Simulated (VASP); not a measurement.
Write the native input for VASP 6.6.1 that does the following.

| Quantity | Value |
| --- | --- |
| Task | single point |
| Functional | PBE |
| Potentials or basis | VASP PAW PBE potentials, release 64 (Au) |
| Cutoff | 520 eV |
| k mesh | 20 × 20 × 20 |
| Occupations | gaussian, width 0.15 eV |
| Spin | no spin polarisation |
| Dipole correction | no |
| Further INCAR settings | ALGO = Fast; EDIFF = 1e-06; NBANDS = 12 |

The structure of Au lies in POSCAR:

```
Au
1.0
    0.0000000000      2.1068650000      2.0455000000
    2.1068650000      0.0000000000      2.0455000000
    2.1068650000      2.1068650000      0.0000000000
Au
1
Direct
    0.0000000000      0.0000000000      0.0000000000
```

This cell differs from its parent crystal: strain +0.030 along x and y, +0.000 along z.

The input as run:

INCAR

```
SYSTEM = Au
PREC     = Accurate       ! precision mode
ENCUT    = 520            ! plane-wave cutoff, eV
EDIFF    = 1E-6           ! SCF threshold, eV
ISMEAR   = 0              ! smearing method
SIGMA    = 0.15           ! smearing width, eV
LREAL    = .False.        ! projectors in reciprocal space
LASPH    = .True.         ! aspherical terms in the spheres
NELM     = 80             ! most SCF steps
ALGO     = Fast           ! electronic algorithm
ISIF     = 2              ! what is computed and relaxed
LWAVE    = .False.        ! write WAVECAR
LCHARG   = .False.        ! write CHGCAR
GGA      = PE             ! functional
NBANDS   = 12             ! bands
```

KPOINTS

```
regular mesh
0
Gamma
  20 20 20
  0 0 0
```

Potentials or basis: VASP PAW PBE potentials, release 64 (Au).

Run with:

```console
$ cat potpaw_PBE.64/Au/POTCAR > POTCAR
$ mpirun -np 1 vasp_std > vasp.out
```

It gave:

```
Pressure               : -1.5 GPa
Band gap on the k mesh : zero (an odd number of electrons rules out a gap without spin polarisation)
```

Caveat: the cell differs from its parent crystal (strain +0.030 along x and y, +0.000 along z); spin-orbit coupling is left out, which moves the levels of the heavy elements.

Run time: 2.4 min on 1 thread of Intel Xeon 8259CL, with other jobs on the host, peak memory 0.26 GiB.
